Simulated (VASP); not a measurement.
Here is a VASP 6.6.1 calculation.

INCAR

```
PREC = Accurate ; ENCUT = 500
EDIFF = 1E-6 ; ISMEAR = 0
SIGMA = 0.15 ; LREAL = F
LASPH = T ; NELM = 120
ALGO = Normal ; ISIF = 2
LWAVE = F ; LCHARG = T
GGA = PE ; LELF = T
LVHAR = T ; NBANDS = 28
GGA_COMPAT = F
```

File KPOINTS:

```
regular mesh
0
Gamma
  3 3 2
```

Contents of POSCAR:

```
Au2S3
1.0
    4.8066879146      0.0000000000      0.0000000000
    0.0000000000      4.8066879146      0.0000000000
    0.0000000000      0.0000000000      4.9126592223
S Au
3 2
Direct
    0.5000000000      0.0000000000      0.0000000000
    0.0000000000      0.5000000000      0.0000000000
    0.0000000000      0.0000000000      0.5000000000
    0.5000000000      0.0000000000      0.5000000000
    0.0000000000      0.5000000000      0.5000000000
```

Potentials or basis: VASP PAW PBE potentials, release 64 (S, Au).

Command:

```bash
$ cat potpaw_PBE.64/S/POTCAR potpaw_PBE.64/Au/POTCAR > POTCAR
$ mpirun -np 1 vasp_std > vasp.out
```

Estimate the pressure.

-0.4 GPa.

Estimate the band gap on the k mesh.

zero (bands 20 and 21 overlap by 1.32 eV).

Stress tensor (GPa, compression positive):
```
-0.59  0.00  0.00
 0.00 -0.59  0.00
 0.00  0.00  0.08
```

Caveat: the k points lie up to 0.64 Å⁻¹ apart, too coarse for converged energies and pressures of a metal; spin-orbit coupling is left out, which moves the levels of the heavy elements.
